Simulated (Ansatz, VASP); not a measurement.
**TiAl in VASP and in Ansatz**

```
Al Ti
1.0
     4.28351   -2.54121   -4.72367
     4.22157   -2.53110    4.66129
    -1.36388   -7.51806    0.00134
Al Ti
10 10
Cartesian
  1.4576 -5.7856 1.1611
  4.2538 -5.8385 -3.5731
  5.6278 -8.3516 1.1346
  4.2276 -5.8146 1.1274
  2.8746 -8.3444 -3.5360
  2.8807 -6.7320 3.5173
  5.6925 -6.8392 -1.2346
  2.8951 -6.7885 -1.1956
  1.4650 -4.2808 -1.1887
  5.7291 -11.7237 -1.2061
  2.8088 -3.2278 1.1978
  1.3471 -0.8168 1.1726
  7.0655 -5.7897 1.0822
  4.2678 -10.8256 1.1284
  2.7885 -8.3295 1.1975
  4.3270 -4.2370 3.4745
  4.2877 -9.3454 -1.2418
  4.3596 -4.3067 -1.2443
  2.8977 -1.7455 -1.2400
  0.0056 -6.8309 -1.1387
```

Alike in both runs: functional PBE; k mesh 3 × 3 × 3; occupations gaussian, width 0.1 eV; no spin polarisation.

Ansatz relaxed the structure, and its values are those at the end. VASP's run is a single point on that final structure, the one shown.

|  | VASP | Ansatz |
| --- | --- | --- |
| version | VASP 6.6.1 | Ansatz 0.2.0 |
| potentials or method | VASP PAW PBE potentials, release 64 (Al, Ti_sv), cutoff 520 eV | scalar-relativistic, plane waves, PAW |
| valence electrons in the cell | 150 | 150 |

VASP gave:

| Quantity | Value |
| --- | --- |
| gap on the k mesh at the Fermi level (eV) | none |
| pressure (GPa) | -0.1 |
| rms of the force components (eV/Å) | 0.009 |

Q: Which values does Ansatz return?

A: gap on the k mesh at the Fermi level (eV): none; pressure (GPa): 0.0; rms of the force components (eV/Å): 0.008.

A gap of «none» marks a metal or a gap that the smearing closes. The functional is the same, so the differences come from potentials, cutoffs and numerics.
